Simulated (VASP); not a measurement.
Input of a VASP 6.6.1 run:

The input INCAR:

```
ALGO     = Normal         # electronic algorithm
EDIFF    = 1E-6           # SCF threshold, eV
ENCUT    = 520            # plane-wave cutoff, eV
GGA      = CA             # functional
ISIF     = 2              # what is computed and relaxed
ISMEAR   = 0              # smearing method
LASPH    = T              # aspherical terms in the spheres
LCHARG   = F              # write CHGCAR
LREAL    = F              # projectors in reciprocal space
LWAVE    = F              # write WAVECAR
NBANDS   = 14             # bands
NELM     = 100            # most SCF steps
PREC     = Accurate       # precision mode
SIGMA    = 0.15           # smearing width, eV
```

Contents of KPOINTS:

```
k-points
0
Gamma
  15 15 15
```

File POSCAR:

```
Rh
1.0
    0.0000000000      1.8978500000      1.8978500000
    1.8978500000      0.0000000000      1.8978500000
    1.8978500000      1.8978500000      0.0000000000
Rh
1
Direct
    0.0000000000      0.0000000000      0.0000000000
```

Potentials or basis: VASP PAW LDA potentials, release 64 (Rh_pv).

Launch:

```sh
$ cat potpaw_LDA.64/Rh_pv/POTCAR > POTCAR
$ mpirun -np 1 vasp_std > vasp.out
```

Question: What does it give for the pressure?

Answer: -8.9 GPa.
